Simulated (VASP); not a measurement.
# H12CO8 in VASP: further runs, part 2 of 2

VASP 6.6.1. Earlier steps stand in the parts before.

### 4 Single point, PBEsol

INCAR reads:

```
  PREC = Accurate
  ENCUT = 520
  EDIFF = 1E-6
  ISMEAR = -1
  SIGMA = 0.02
  LREAL = F
  LASPH = T
  NELM = 120
  ALGO = Normal
  ISIF = 2
  LWAVE = F
  LCHARG = F
  GGA = PS
  NBANDS = 48
  GGA_COMPAT = F
```

KPOINTS reads:

```
regular mesh
0
Gamma
  1 1 1
```

POSCAR reads:

```
H12CO8
1.0
    6.2658270000      0.0000000000      0.0000000000
    0.0000000000      6.2658270000      0.0000000000
    0.0000000000      0.0000000000      6.2658270000
O H C
8 12 1
Direct
    0.9741411629      0.8219824773      1.0093958866
    0.5484351866      0.3040779773      1.0171682046
    0.6300046267     -0.0432664355      0.1956645148
    0.8119758174      0.4577687830      0.7418493999
    0.5959628314      0.5856848585      0.3800934817
    0.1835990684      0.4921776487      0.2056552152
    0.4612798917      0.8951731352      0.6619237971
    0.1515043425      1.0619508007      0.5180321768
    0.9396524992      0.6904754951      0.9269007906
    1.1169156123      0.7579526214      1.0538433315
    0.6130555472      0.3720817699      0.8898426337
    0.6231420050      0.1706398852      1.0691485737
    0.6958538753      0.0054741377      0.3249211956
    0.7588623178     -0.0959969051      0.1228728466
    0.8939123279      0.3517971371      0.6486773414
    0.7378116249      0.5425939784      0.6230302879
    0.5273685341      0.6964443800      0.3054026228
    0.4969974434      0.4633386782      0.3719700528
    0.0523474395      0.4100655827      0.1973402713
    0.3030565638      0.4195455763      0.1184041628
    0.3090414083      0.9764074240      0.5888767756
```

Command:

```console
cat potpaw_PBE.64/O/POTCAR potpaw_PBE.64/H/POTCAR potpaw_PBE.64/C/POTCAR > POTCAR
mpirun -np 1 vasp_gam > vasp.out
```

Run time: 30 s. Hardware: 1 thread of Intel Xeon Platinum 8259CL at 2.50GHz (Skylake/Cascade Lake), shared host; peak memory 0.31 GiB.

It converged, with:

| Property | Result |
| --- | --- |
| Free energy | -111.2995 eV |
| Pressure | -0.7 GPa |
| Largest force | 3.185 eV/Å |

Forces in eV/Å, atoms in the order of the input:
```
O    1.561 -1.356 -0.694
O   -1.080  0.374  0.127
O   -0.492  0.237 -0.005
O    0.694 -0.231 -2.447
O    0.763 -2.563  1.730
O    1.330 -0.067 -0.626
O   -0.378  0.315 -0.129
O    2.267 -1.227  0.919
H   -0.841  0.382 -0.232
H   -1.049  0.792  0.656
H    0.550 -0.477  0.419
H   -0.739  0.496 -0.438
H    0.120  0.246  1.058
H    0.921 -0.882 -0.647
H   -0.679  1.043  1.347
H    0.179 -0.259  0.459
H   -0.591  1.704 -1.067
H    0.300  0.521 -0.154
H    0.102 -0.153 -0.227
H   -0.783 -0.057  0.480
C   -2.154  1.162 -0.529
```

Stress tensor (GPa, compression positive):
```
-3.12  1.57 -0.22
 1.57  0.52 -0.36
-0.22 -0.36  0.50
```

Levels at points of the mesh, in eV from the Fermi level:
| k point | band 30 | band 31 | band 32 | band 33 | band 34 | band 35 |
| --- | --- | --- | --- | --- | --- | --- |
| (0.00, 0.00, 0.00) | -1.50 | -1.29 | -0.52 | 3.17 | 4.71 | 4.73 |

Caveat: the k points lie up to 1.00 Å⁻¹ apart, too coarse for converged energies, forces and pressures; the PAW data sets were made with another functional, which shifts forces and pressure a little.

### 5 Single point, PBEsol

INCAR reads:

```
ALGO = Normal
EDIFF = 1E-6
ENCUT = 520
GGA = PS
GGA_COMPAT = False
ISIF = 2
ISMEAR = -1
LASPH = True
LCHARG = False
LREAL = False
LWAVE = False
NBANDS = 48
NELM = 120
PREC = Accurate
SIGMA = 0.02
```

KPOINTS reads:

```
k-points
0
Gamma
  1 1 1
```

POSCAR reads:

```
H12CO8
1.0
    6.2658270000      0.0000000000      0.0000000000
    0.0000000000      6.2658270000      0.0000000000
    0.0000000000      0.0000000000      6.2658270000
O H C
8 12 1
Direct
    0.9561387507      0.8737553718      0.9484621902
    0.5139624825      0.2160927839      1.0616635282
    0.8369525683      0.0739726775      0.3220005915
    0.8259883332      0.4701374615      0.7177663858
    0.7393597046      0.5859880906      0.3379920959
    0.1330869812      0.2900016231      0.1659477672
    0.1208778985      0.8509970033      0.5098449095
    0.2396012530      1.1738274932      0.6581892542
    0.8715529490      0.7441794994      0.9242036207
    1.0881245205      0.8555933638      0.8591363917
    0.5584258870      0.3070624197      0.9408175489
    0.6447832026      0.1407954608      1.1476537734
    0.9366999759      0.1942760309      0.2783990046
    0.9074300966     -0.0317914938      0.2331057018
    0.8796763779      0.3378484596      0.7471958610
    0.8226527799      0.4851235120      0.5489778125
    0.6627058168      0.7196336573      0.3928930690
    0.6257274578      0.4697544315      0.3430832035
    0.1074878065      0.4254027441      0.2357869121
    0.2852456667      0.2695893136      0.1080942707
    0.1910521947      1.0084063923      0.5814874876
```

Potentials or basis: VASP PAW PBE potentials, release 64 (O, H, C).

Command:

```console
cat potpaw_PBE.64/O/POTCAR potpaw_PBE.64/H/POTCAR potpaw_PBE.64/C/POTCAR > POTCAR
mpirun -np 1 vasp_gam > vasp.out
```

OUTCAR:

```text
EDIFF = 1E-6
   ENCUT = 520
   GGA = PS
   ISIF = 2
   ISMEAR = -1
   LASPH = True
   LREAL = False
   NELM = 120
   PREC = Accurate

 ion  position               nearest neighbor table
   1  0.956  0.874  0.948-   9 0.98  10 1.01
   2  0.514  0.216  0.062-  11 0.99  12 1.09
   3  0.837  0.074  0.322-  14 0.97  13 1.02
   4  0.826  0.470  0.718-  15 0.91  16 1.06
   5  0.739  0.586  0.338-  18 1.02  17 1.02
   6  0.133  0.290  0.166-  19 0.97  20 1.03
   7  0.121  0.851  0.510-  21 1.17
   8  0.240  0.174  0.658-  21 1.18
[... 272 lines left out ...]
  Total       -1.4862494      0.9591176     -1.7353900     -0.2139440     -0.8795618      0.3745891
  in kB       -9.6798152      6.2466509    -11.3024469     -1.3933990     -5.7285110      2.4396665
  external PRESSURE =      -4.9118704 kB  Pullay stress =       0.0000000 kB

 VOLUME and BASIS-vectors are now :
 -----------------------------------------------------------------------------
  energy-cutoff  :      520.00
  volume of cell :      246.00
      direct lattice vectors                 reciprocal lattice vectors
     6.265827000  0.000000000  0.000000000     0.159595852  0.000000000  0.000000000
     0.000000000  6.265827000  0.000000000     0.000000000  0.159595852  0.000000000
     0.000000000  0.000000000  6.265827000     0.000000000  0.000000000  0.159595852

 POSITION                                       TOTAL-FORCE (eV/Angst)
 -----------------------------------------------------------------------------------
      5.99100      5.47480      5.94290         0.920104     -0.018651     -0.342860
      3.22040      1.35400      0.38637         1.243685     -0.497749      0.557747
      5.24420      0.46350      2.01760        -1.212212      0.881367     -0.161758
      5.17550      2.94580      4.49740        -1.472458      3.152883     -2.119639
      4.63270      3.67170      2.11780        -2.206275      0.296694      0.408369
      0.83390      1.81710      1.03980        -0.423188      0.232115     -0.079770
[... 13 lines left out ...]
      1.78730      1.68920      0.67730        -0.073849      0.049675      0.681091
      1.19710      0.05267      3.64350        -0.383715      1.573279      0.269510
 -----------------------------------------------------------------------------------
    total drift:                               -0.000157     -0.000737      0.000050

  FREE ENERGIE OF THE ION-ELECTRON SYSTEM (eV)
  ---------------------------------------------------
  free  energy   TOTEN  =      -110.6668926314 eV

  energy  without entropy=     -110.6668926314  energy(sigma->0) =     -110.66689263
```

Run time: 41 s. Hardware: 1 thread of Intel Xeon Platinum 8259CL at 2.50GHz (Skylake/Cascade Lake), shared host; peak memory 0.31 GiB.

Results:

* Free energy: -110.6669 eV
* Pressure: -0.5 GPa
* Largest force: 4.075 eV/Å

Forces on the atoms (eV/Å):
```
O    0.920 -0.019 -0.343
O    1.244 -0.498  0.558
O   -1.212  0.881 -0.162
O   -1.472  3.153 -2.120
O   -2.206  0.297  0.408
O   -0.423  0.232 -0.080
O    0.875 -0.876 -0.094
O    0.239 -0.840 -0.389
H    0.264 -0.247 -0.376
H   -1.372 -0.220  1.095
H    0.517 -0.491  0.394
H   -1.110  1.156 -0.879
H    0.062 -0.466 -0.080
H    0.126 -0.813 -0.641
H    1.553 -3.346  0.904
H    0.023  0.288  2.212
H    1.036 -1.500 -0.607
H    0.836  1.141 -0.519
H    0.558  0.544 -0.232
H   -0.074  0.050  0.681
C   -0.384  1.573  0.270
```

Stress tensor (GPa, compression positive):
```
-0.97 -0.14  0.24
-0.14  0.62 -0.57
 0.24 -0.57 -1.13
```

Levels at points of the mesh, in eV from the Fermi level:
| k point | band 28 | band 29 | band 30 | band 31 | band 32 | band 33 | band 34 | band 35 | band 36 | band 37 |
| --- | --- | --- | --- | --- | --- | --- | --- | --- | --- | --- |
| (0.00, 0.00, 0.00) | -1.07 | -1.03 | -0.95 | -0.67 | -0.54 | 3.69 | 5.34 | 5.41 | 6.89 | 7.57 |

Caveat: the k points lie up to 1.00 Å⁻¹ apart, too coarse for converged energies, forces and pressures; the atoms stand as in a frame of molecular dynamics; the PAW data sets were made with another functional, which shifts forces and pressure a little.

### 6 The runs side by side

```csv
cell,pressure (GPa),largest force (eV/Å)
"as given, atomic positions A",-0.1,5.11
"as given, atomic positions B",1.9,3.74
"as given, atomic positions C",-0.7,3.19
"as given, atomic positions D",-0.5,4.07
```

Alike in all rows: task single point; level PBEsol; potentials or basis VASP PAW PBE potentials, release 64 (O, H, C); no spin polarisation; k mesh 1 × 1 × 1; cutoff (eV) 520; smearing fermi-dirac 0.02 eV.

Caveats: all runs use coarse meshes; the PAW data sets were made with another functional, which shifts forces and pressure a little; the atoms stand as in a frame of molecular dynamics (at least some runs).

Absolute energies hang on the potentials; compare differences alone.
